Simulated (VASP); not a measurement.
# SiO2 (P6_522) in VASP: notebook

The runs below take SiO2 through relaxation of shape and atoms at fixed volume, single point, with LDA.

All numbers are computed with VASP 6.6.1; they aren't measurements. Logs are shortened: lines on timing, memory, paths and dates and some standing lists are left out, and cuts for length are marked.

## Step 1: The cell of the first run

Symmetry: P6_522, No. 179, hexagonal system. Conventional cell: a = 7.404 Å, b = 7.404 Å, c = 7.158 Å, α = 90.00°, β = 90.00°, γ = 120.00°. Within 2.2 Å of Si (site symmetry 2) lie 4 O at 1.63 Å. O (site symmetry 2) has 2 Si at 1.63 Å within 2.2 Å. Within 2.2 Å of O (site symmetry 2) lie 2 Si at 1.63 Å.

## Step 2: Relaxation of shape and atoms at fixed volume, LDA (18.88 Å³/atom)

Input file INCAR:

```
PREC = Accurate ; ENCUT = 600
EDIFF = 1E-6 ; ISMEAR = 0
SIGMA = 0.02 ; LREAL = Auto
LASPH = T ; NELM = 80
ALGO = Normal ; ISIF = 4
LWAVE = F ; LCHARG = F
GGA = CA ; IBRION = 2
NSW = 50 ; EDIFFG = -0.01
```

Input file KPOINTS:

```
Automatic mesh
0
Gamma
  6 6 4
```

Input file POSCAR:

```
SiO2
1.0
    7.4041090196      0.0000000000      0.0000000000
   -3.7020545098      6.4121465033      0.0000000000
    0.0000000000      0.0000000000      7.1575127265
Si O
6 12
Direct
    0.5324096408      0.7662048204      0.4166666667
    0.4675903592      0.2337951796      0.9166666667
    0.2337951796      0.4675903592      0.7500000000
    0.7662048204      0.2337951796      0.5833333333
    0.7662048204      0.5324096408      0.2500000000
    0.2337951796      0.7662048204      0.0833333333
    0.6134079585      0.3865920415      0.0833333333
    0.0000000000      0.6796062569      0.1666666667
    0.7731840829      0.3865920415      0.4166666667
    0.6796062569      0.6796062569      0.3333333333
    0.3203937431      0.3203937431      0.8333333333
    0.6134079585      0.2268159171      0.7500000000
    0.2268159171      0.6134079585      0.9166666667
    0.3203937431      0.0000000000      0.0000000000
    0.0000000000      0.3203937431      0.6666666667
    0.3865920415      0.7731840829      0.2500000000
    0.3865920415      0.6134079585      0.5833333333
    0.6796062569      0.0000000000      0.5000000000
```

Potentials or basis: VASP PAW LDA potentials, release 64 (Si, O).

Started as:

```
> cat potpaw_LDA.64/Si/POTCAR potpaw_LDA.64/O/POTCAR > POTCAR
> mpirun -np 1 vasp_std > vasp.out
```

OUTCAR:

```text
PREC = Accurate
   ENCUT = 600
   EDIFF = 1E-6
   ISMEAR = 0
   LREAL = Auto
   LASPH = T
   NELM = 80
   ISIF = 4
   GGA = CA
   IBRION = 2
   NSW = 50
   EDIFFG = -0.01

 ion  position               nearest neighbor table
   1  0.532  0.766  0.417-  17 1.63  16 1.63  18 1.63  10 1.63
   2  0.468  0.234  0.917-   7 1.63  12 1.63  14 1.63  11 1.63
   3  0.234  0.468  0.750-  13 1.63  17 1.63  15 1.63  11 1.63
   4  0.766  0.234  0.583-   9 1.63  12 1.63  18 1.63  15 1.63
   5  0.766  0.532  0.250-   9 1.63   7 1.63   8 1.63  10 1.63
   6  0.234  0.766  0.083-  13 1.63  16 1.63  14 1.63   8 1.63
   7  0.613  0.387  0.083-   2 1.63   5 1.63
   8  0.000  0.680  0.167-   5 1.63   6 1.63
   9  0.773  0.387  0.417-   4 1.63   5 1.63
  10  0.680  0.680  0.333-   5 1.63   1 1.63
  11  0.320  0.320  0.833-   3 1.63   2 1.63
  12  0.613  0.227  0.750-   2 1.63   4 1.63
  13  0.227  0.613  0.917-   6 1.63   3 1.63
  14  0.320  0.000  0.000-   2 1.63   6 1.63
  15  0.000  0.320  0.667-   3 1.63   4 1.63
  16  0.387  0.773  0.250-   1 1.63   6 1.63
  17  0.387  0.613  0.583-   1 1.63   3 1.63
  18  0.680  0.000  0.500-   1 1.63   4 1.63

  LATTYP: Found a hexagonal cell.
 ALAT       =     7.4041090196
 C/A-ratio  =     0.9666946702

  Lattice vectors:

 A1 = (   7.4041090196,   0.0000000000,   0.0000000000)
 A2 = (  -3.7020545098,   6.4121465033,   0.0000000000)
 A3 = (   0.0000000000,   0.0000000000,   7.1575127265)

Analysis of symmetry for initial positions (statically):
=====================================================================
 Subroutine PRICEL returns:
 Original cell was already a primitive cell.

 Routine SETGRP: Setting up the symmetry group for a
 hexagonal supercell.

 Subroutine GETGRP returns: Found 12 space group operations
 (whereof  2 operations were pure point group operations)
 out of a pool of 24 trial point group operations.

The static configuration has the point symmetry C_2 .
 The point group associated with its full space group is D_6 .

Analysis of symmetry for dynamics (positions and initial velocities):
=====================================================================
 Subroutine PRICEL returns:
 Original cell was already a primitive cell.

 Routine SETGRP: Setting up the symmetry group for a
 hexagonal supercell.

 Subroutine GETGRP returns: Found 12 space group operations
 (whereof  2 operations were pure point group operations)
 out of a pool of 24 trial point group operations.

The dynamic configuration has the point symmetry C_2 .
 The point group associated with its full space group is D_6 .

 Subroutine INISYM returns: Found 12 space group operations
 (whereof  2 operations are pure point group operations),
 and found     1 'primitive' translations

----------------------------------------------------------------------------------------

                                     Primitive cell

  volume of cell :     339.8117

  direct lattice vectors                    reciprocal lattice vectors
     7.404109020  0.000000000  0.000000000     0.135060140  0.077977008  0.000000000
    -3.702054510  6.412146503  0.000000000     0.000000000  0.155954016  0.000000000
     0.000000000  0.000000000  7.157512727     0.000000000  0.000000000  0.139713339

  length of vectors
     7.404109020  7.404109020  7.157512727     0.155954016  0.155954016  0.139713339

  position of ions in fractional coordinates (direct lattice)
     0.532409641  0.766204820  0.416666667
     0.467590359  0.233795180  0.916666667
     0.233795180  0.467590359  0.750000000
     0.766204820  0.233795180  0.583333333
     0.766204820  0.532409641  0.250000000
     0.233795180  0.766204820  0.083333333
[... 10 lines left out ...]
     0.386592042  0.613407958  0.583333333
     0.679606257  0.000000000  0.500000000

  ion indices of the primitive-cell ions
   primitive index   ion index
                 1           1
                 2           2
                 3           3
                 4           4
                 5           5
                 6           6
[... 10 lines left out ...]
                17          17
                18          18

----------------------------------------------------------------------------------------

 KPOINTS: Automatic mesh

Automatic generation of k-mesh.
 Grid dimensions read from file:
 generate k-points for:    6    6    4

 Generating k-lattice:

  Cartesian coordinates                     Fractional coordinates (reciprocal lattice)
     0.022510023  0.012996168  0.000000000     0.166666667  0.000000000  0.000000000
     0.000000000  0.025992336  0.000000000     0.000000000  0.166666667  0.000000000
     0.000000000  0.000000000  0.034928335     0.000000000  0.000000000  0.250000000

  Length of vectors
     0.025992336  0.025992336  0.034928335

  Shift w.r.t. Gamma in fractional coordinates (k-lattice)
     0.000000000  0.000000000  0.000000000

 Subroutine IBZKPT returns following result:
 ===========================================

 Found     21 irreducible k-points:

 Following reciprocal coordinates:
            Coordinates               Weight
  0.000000  0.000000  0.000000      1.000000
  0.166667  0.000000  0.000000      6.000000
  0.333333  0.000000  0.000000      6.000000
  0.500000  0.000000  0.000000      3.000000
  0.166667  0.166667  0.000000      6.000000
  0.333333  0.166667  0.000000     12.000000
[... 13 lines left out ...]
  0.333333  0.166667  0.500000     12.000000
  0.333333  0.333333  0.500000      2.000000
   k-points           NKPTS =     21   k-points in BZ     NKDIM =     21   number of bands    NBANDS=     58
   number of dos      NEDOS =    301   number of ions     NIONS =     18
   total plane-waves  NPLWV = 216000
   dimension x,y,z NGX =    60 NGY =   60 NGZ =   60
   dimension x,y,z NGXF=   120 NGYF=  120 NGZF=  120
   ions per type =               6  12
   NGX,Y,Z   is equivalent  to a cutoff of  13.47, 13.47, 13.94 a.u.
   NGXF,Y,Z  is equivalent  to a cutoff of  26.94, 26.94, 27.87 a.u.
 SYSTEM =  unknown system
   PREC   = accura    normal or accurate (medium, high low for compatibility)
   ISTART =      0    job   : 0-new  1-cont  2-samecut
   ICHARG =      2    charge: 1-file 2-atom 10-const
   ISPIN  =      1    spin polarized calculation?
   LNONCOLLINEAR =      F non collinear calculations
   LSORBIT =      F    spin-orbit coupling
   LASPH  =      T    aspherical Exc in radial PAW
   ENCUT  =  600.0 eV  44.10 Ry    6.64 a.u.  14.79 14.79 14.30*2*pi/ulx,y,z
   NELM   =     80;   NELMIN=  2; NELMDL= -5     # of ELM steps
   EDIFF  = 0.1E-05   stopping-criterion for ELM
   LREAL  =      T    real-space projection
   EDIFFG = -.1E-01   stopping-criterion for IOM
   NSW    =     50    number of steps for IOM
   IBRION =      2    ionic relax: 0-MD 1-quasi-New 2-CG
   NFREE  =      1    steps in history (QN), initial steepest desc. (CG)
   ISIF   =      4    stress and relaxation
   ISYM   =      2    0-nonsym 1-usesym 2-fastsym
   POTIM  = 0.5000    time-step for ionic-motion
   TEBEG  =    0.0;   TEEND  =   0.0 temperature during run
   PSTRESS=    0.0 pullay stress
   NELECT =      96.0000    total number of electrons
   NUPDOWN=      -1.0000    fix difference up-down
   EMIN   =  10.00;   EMAX   =-10.00  energy-range for DOS
   EFERMI =   0.00;   METHOD = LEGACY
   ISMEAR =     0;   SIGMA  =   0.02  broadening in eV -4-tet -1-fermi 0-gaus
   EFERMI_NEDOS =   21; number of points for ismear=-14 and -15
   IALGO  =     38    algorithm
   IMIX   =      4    mixing-type and parameters
     AMIX     =   0.40;   BMIX     =  1.00
     AMIX_MAG =   1.60;   BMIX_MAG =  1.00
  volume/ion in A,a.u.               =      18.88       127.40
  Fermi-wavevector in a.u.,A,eV,Ry     =   1.074202  2.029947 15.699885  1.153909
  Thomas-Fermi vector in A             =   2.210023
   LORBIT       =      0    0 simple, 1 ext, 2 COOP (PROOUT), +10 PAW based schemes
   GGA     = CA    functional components
   LHFCALC =     F    Hartree Fock is set to
   AEXX    =    0.0000 exact exchange contribution
   IVDW    =     0    specifies the selected vdW correction
   LEPSILON=     F    determine dielectric tensor
   LRPA    =     F    only Hartree local field effects (RPA)
 conjugate gradient relaxation of ions
 non-spin polarized calculation
 Gauss-broadening in eV      SIGMA  =   0.02
  energy-cutoff  :      600.00
  volume of cell :      339.81
 maximum number of plane-waves:     11379
 NGX is ok and might be reduce to    60
   NGX = 29   NGY = 29   NGZ = 29

--------------------------------------- Ionic step        1  -------------------------------------------

 number of electron      96.0000014 magnetization

 Free energy of the ion-electron system (eV)
  ---------------------------------------------------
  ext. energy  EPLUGINS =         0.00000000
  ---------------------------------------------------
  free energy    TOTEN  =      -155.14439520 eV

  energy without entropy =     -155.14439520  energy(sigma->0) =     -155.14439520

------------------------ aborting loop because EDIFF is reached ----------------------------------------

  FORCE on cell =-STRESS in cart. coord.  units (eV):
  Direction    XX          YY          ZZ          XY          YZ          ZX
  --------------------------------------------------------------------------------------
  -------------------------------------------------------------------------------------
  Total      -14.8686867    -14.8686867    -15.0932192     -0.0000000     -0.0000000      0.0000000
  in kB      -70.1043267    -70.1043267    -71.1629742     -0.0000000     -0.0000000      0.0000000
  external PRESSURE =     -70.4572092 kB  Pullay stress =       0.0000000 kB
[... 137 lines left out ...]
  FREE ENERGIE OF THE ION-ELECTRON SYSTEM (eV)
  ---------------------------------------------------
  free  energy   TOTEN  =      -155.1524224725 eV

  energy  without entropy=     -155.1524224725  energy(sigma->0) =     -155.15242247

[... ionic steps 4 to 7 ...]

--------------------------------------- Ionic step        8  -------------------------------------------

 number of electron      96.0000016 magnetization

------------------------ aborting loop because EDIFF is reached ----------------------------------------

  FORCE on cell =-STRESS in cart. coord.  units (eV):
  Direction    XX          YY          ZZ          XY          YZ          ZX
  --------------------------------------------------------------------------------------
  -------------------------------------------------------------------------------------
  Total      -14.2367408    -14.2367408    -14.4140490      0.0000000     -0.0000000      0.0000000
  in kB      -67.1247670    -67.1247670    -67.9607569      0.0000000     -0.0000000      0.0000000
  external PRESSURE =     -67.4034303 kB  Pullay stress =       0.0000000 kB
[... 89 lines left out ...]
  energy  without entropy=     -155.1538098199  energy(sigma->0) =     -155.15380982

--------------------------------------- Ionic step       10  -------------------------------------------

 number of electron      96.0000016 magnetization

 Free energy of the ion-electron system (eV)
  ---------------------------------------------------
  ext. energy  EPLUGINS =         0.00000000
  ---------------------------------------------------
  free energy    TOTEN  =      -155.15385793 eV

  energy without entropy =     -155.15385793  energy(sigma->0) =     -155.15385793

 E-fermi :  -1.8651     XC(G=0):  -7.3985

 val. band max:       -2.0101437801   @ k =   0.5000   0.0000   0.2500
 cond. band min:       3.4404390065   @ k =   0.0000   0.0000   0.0000
 fundamental gap:      5.4505827867
 Fermi energy:        -1.8651209436

 k-point     1 :       0.0000    0.0000    0.0000
  band No.  band energies     occupation
      1     -20.7831      2.00000
      2     -19.9320      2.00000
      3     -19.9320      2.00000
      4     -19.9267      2.00000
      5     -19.4304      2.00000
      6     -19.4304      2.00000
[... 1315 lines left out ...]
  FREE ENERGIE OF THE ION-ELECTRON SYSTEM (eV)
  ---------------------------------------------------
  free  energy   TOTEN  =      -155.1538579312 eV

  energy  without entropy=     -155.1538579312  energy(sigma->0) =     -155.15385793

 reached required accuracy - stopping structural energy minimisation
```

Wall time 1.6 h (1 thread of Oxide Virtual Turin-like, shared host); peak memory 0.53 GiB.

Results:

```yaml
Free_energy: -155.1539 eV
Energy_gained_by_relaxing: 0.5 meV/atom
Ionic_steps: 10
Pressure_after_relaxing: -6.7 GPa
Largest_force_after_relaxing: 0.009 eV/Å
Band_gap_on_the_k_mesh: 5.45 eV (least direct gap 5.63 eV)
```

Forces on the atoms (eV/Å):
```
Si   0.001  0.001  0.000
Si  -0.001 -0.001  0.000
Si   0.000 -0.002  0.000
Si   0.001 -0.001  0.000
Si   0.000  0.002  0.000
Si  -0.001  0.001  0.000
O    0.008 -0.005  0.000
O   -0.003  0.005  0.000
O   -0.008 -0.005  0.000
O    0.003  0.005  0.000
O   -0.003 -0.005  0.000
O    0.000  0.009  0.000
O    0.008  0.005  0.000
O   -0.005  0.000  0.000
O    0.003 -0.005  0.000
O    0.000 -0.009  0.000
O   -0.008  0.005  0.000
O    0.005  0.000  0.000
```

The path:
| step | energy change (eV) | largest force (eV/Å) | pressure (GPa) | volume (Å³) |
| --- | --- | --- | --- | --- |
| 1 | 0.0000 | 0.1260 | -7.05 | 339.81 |
| 2 | -0.0042 | 0.0858 | -6.98 | 339.81 |
| 3 | -0.0080 | 0.0205 | -6.82 | 339.81 |
| 4 | -0.0081 | 0.0198 | -6.79 | 339.81 |
| 5 | -0.0090 | 0.0334 | -6.77 | 339.81 |
| 6 | -0.0092 | 0.0563 | -6.75 | 339.81 |
| 7 | -0.0094 | 0.0267 | -6.74 | 339.81 |
| 8 | -0.0094 | 0.0110 | -6.74 | 339.81 |
| 9 | -0.0094 | 0.0111 | -6.74 | 339.81 |
| 10 | -0.0095 | 0.0090 | -6.74 | 339.81 |

Final structure:
```yaml
crystal:
  lattice:
    - [7.39636, 0.00000, 0.00000]
    - [-3.69818, 6.40543, 0.00000]
    - [0.00000, 0.00000, 7.17253]
  atoms:
    - { symbol: Si, position: [0.53135, 0.76567, 0.41667] }
    - { symbol: Si, position: [0.46865, 0.23433, 0.91667] }
    - { symbol: Si, position: [0.23433, 0.46865, 0.75000] }
    - { symbol: Si, position: [0.76567, 0.23433, 0.58333] }
    - { symbol: Si, position: [0.76567, 0.53135, 0.25000] }
    - { symbol: Si, position: [0.23433, 0.76567, 0.08333] }
    - { symbol: O, position: [0.61407, 0.38593, 0.08333] }
    - { symbol: O, position: [0.00000, 0.67649, 0.16667] }
    - { symbol: O, position: [0.77185, 0.38593, 0.41667] }
    - { symbol: O, position: [0.67649, 0.67649, 0.33333] }
    - { symbol: O, position: [0.32351, 0.32351, 0.83333] }
    - { symbol: O, position: [0.61407, 0.22815, 0.75000] }
    - { symbol: O, position: [0.22815, 0.61407, 0.91667] }
    - { symbol: O, position: [0.32351, 0.00000, 0.00000] }
    - { symbol: O, position: [0.00000, 0.32351, 0.66667] }
    - { symbol: O, position: [0.38593, 0.77185, 0.25000] }
    - { symbol: O, position: [0.38593, 0.61407, 0.58333] }
    - { symbol: O, position: [0.67649, 0.00000, 0.50000] }
```

A k mesh can miss the band edges.

(Continued in part 2 of 2.)
